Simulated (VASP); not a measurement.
## MoS2: single point with PBEsol

The system is MoS2, a slab with vacuum.

```xyz
6
Lattice="3.1845 0.0000 0.0000 -1.5923 2.7579 0.0000 0.0000 0.0000 21.6705" Properties=species:S:1:pos:R:3 pbc="T T T"
Mo    0.0000    1.8386   18.4451
Mo    1.5923    0.9193    3.2254
S     1.5923    0.9193   16.8949
S     0.0000    1.8386    1.6741
S     1.5923    0.9193   19.9965
S     0.0000    1.8386    4.7756
```

```json
{"Program": "VASP 6.6.1", "Task": "single point", "Functional": "PBEsol", "Potentials or basis": "VASP PAW PBE potentials, release 64 (Mo_sv, S)", "Cutoff": "520 eV", "k mesh": "8 × 8 × 1", "Occupations": "fermi-dirac, width 0.05 eV", "Spin": "no spin polarisation"}
```

| Item | Value |
| --- | --- |
| Largest force | 0.130 eV/Å |
| Band gap on the k mesh | 1.44 eV (least direct gap 1.95 eV) |

Forces in eV/Å, atoms in the order of the input:
```
Mo   0.000  0.000  0.006
Mo   0.000  0.000 -0.006
S    0.000  0.000  0.130
S    0.000  0.000  0.115
S    0.000  0.000 -0.115
S    0.000  0.000 -0.130
```

Levels at points of the mesh, in eV from the valence-band top:
```
           k point  band 23  band 24  band 25  band 26  band 27  band 28  band 29  band 30
(0.00, 0.00, 0.00)    -1.92    -1.71    -0.50     0.00     2.39     2.39     2.40     2.40
(0.50, 0.00, 0.00)    -1.40    -1.35    -1.04    -1.01     1.85     1.87     2.34     2.43
```

Wall time 2.6 min on 1 thread of Intel Xeon 8259CL, with other jobs on the host, peak memory 0.31 GiB.

Caveat: there is no dipole correction, which matters where the two faces differ; the PAW data sets were made with another functional, which shifts forces and pressure a little.
